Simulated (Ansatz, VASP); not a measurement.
# One calculation of Ge, two programs

```
CELL_PARAMETERS angstrom
1.57089 -2.73913 0.00000
1.57089 2.73913 0.00000
0.00000 0.00000 4.24215
ATOMIC_POSITIONS crystal
Ge 0.66655 0.33345 0.25000
Ge 0.33345 0.66655 0.75000
```

Alike in both runs: task single point; functional PBEsol; k mesh 20 × 20 × 12; occupations gaussian, width 0.15 eV; no spin polarisation.

|  | VASP | Ansatz |
| --- | --- | --- |
| version | VASP 6.6.1 | Ansatz 0.2.0 |
| potentials or method | VASP PAW PBE potentials, release 64 (Ge_d), cutoff 520 eV | scalar-relativistic, plane waves, PAW |
| valence electrons in the cell | 28 | 28 |

|  | VASP | Ansatz | Ansatz less VASP |
| --- | --- | --- | --- |
| gap on the k mesh at the Fermi level (eV) | none | none | - |
| pressure (GPa) | 2.0 | 1.9 | -0.05 |
| traceless stress, the component that is largest in VASP (GPa) | 2.44 | 2.45 | +0.011 |
| rms of the force components (eV/Å) | 0.006 | 0.006 | 0.0000 |

VASP's potentials were made for PBE, not for PBEsol. Atom by atom the forces differ by 0.000 eV/Å (rms over components). A gap of «none» marks a metal or a gap that the smearing closes. The functional is the same, so the differences come from potentials, cutoffs and numerics.
